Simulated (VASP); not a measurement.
**SrCl2: relaxation of cell and atoms with r2SCAN**

SrCl2:

```xyz
3
Lattice="0.0000 3.5200 3.5200 3.5200 0.0000 3.5200 3.5200 3.5200 0.0000" Properties=species:S:1:pos:R:3 pbc="T T T"
Sr    0.0000    0.0000    0.0000
Cl    1.7600    1.7600    1.7600
Cl    5.2799    5.2799    5.2799
```

* Program: VASP 6.6.1
* Task: relaxation of cell and atoms
* Functional: r2SCAN
* Potentials or basis: VASP PAW PBE potentials, release 64 (Sr_sv, Cl)
* Cutoff: 600 eV
* k mesh: 6 × 6 × 6
* Occupations: gaussian, width 0.02 eV
* Spin: no spin polarisation
* Target pressure: -2 GPa
* Dipole correction: no
* Further INCAR settings: ALGO = Normal; EDIFF = 1e-06; IBRION = 2; EDIFFG = -0.008; NSW = 70; ISIF = 3

```
Relaxed volume                                         : 30.39 Å³/atom
Relaxed cell                                           : a = 5.052 Å, b = 5.052 Å, c = 5.052 Å, α = 60.00°, β = 60.00°, γ = 60.00°
Space group after relaxing (to 0.05 Å)                 : Fm-3m (No. 225)
Energy change on relaxing (the enthalpy is what falls) : +11.0 meV/atom
Ionic steps                                            : 3
Pressure after relaxing                                : -2.0 GPa
Band gap on the k mesh                                 : 5.70 eV, indirect (least direct gap 6.02 eV)
```

Step by step:
| step | energy change (eV) | largest force (eV/Å) | pressure (GPa) | volume (Å³) |
| --- | --- | --- | --- | --- |
| 1 | 0.0000 | 0.0000 | -0.62 | 87.22 |
| 2 | 0.0242 | 0.0000 | -1.77 | 90.42 |
| 3 | 0.0329 | 0.0000 | -2.00 | 91.16 |

Final structure:
```
Sr Cl
1.0
     0.00000    3.57208    3.57208
     3.57208    0.00000    3.57208
     3.57208    3.57208    0.00000
Sr Cl
1 2
Direct
  0.00000 0.00000 0.00000
  0.25000 0.25000 0.25000
  0.75000 0.75000 0.75000
```

Levels at points of the mesh, in eV from the valence-band top:
```tsv
k point	band 10	band 11	band 12	band 13	band 14	band 15
(0.00, 0.00, 0.00)	-0.32	-0.32	-0.32	5.70	6.70	6.70
(0.50, 0.00, 0.00)	-1.22	-0.97	-0.97	7.22	7.22	8.00
(0.50, 0.50, 0.00)	-0.35	-0.35	0.00	6.02	7.59	8.03
```

Run time: 2.2 min on 1 thread of Intel(R) Xeon(R) 6975P-C (Granite Rapids), on a shared host, peak memory 0.28 GiB.

Caveat: the cell is relaxed towards a set pressure, so the enthalpy falls and the energy may rise; the PAW data sets were made with another functional, which shifts forces and pressure a little. Zero-point motion and thermal expansion aren't in these numbers.
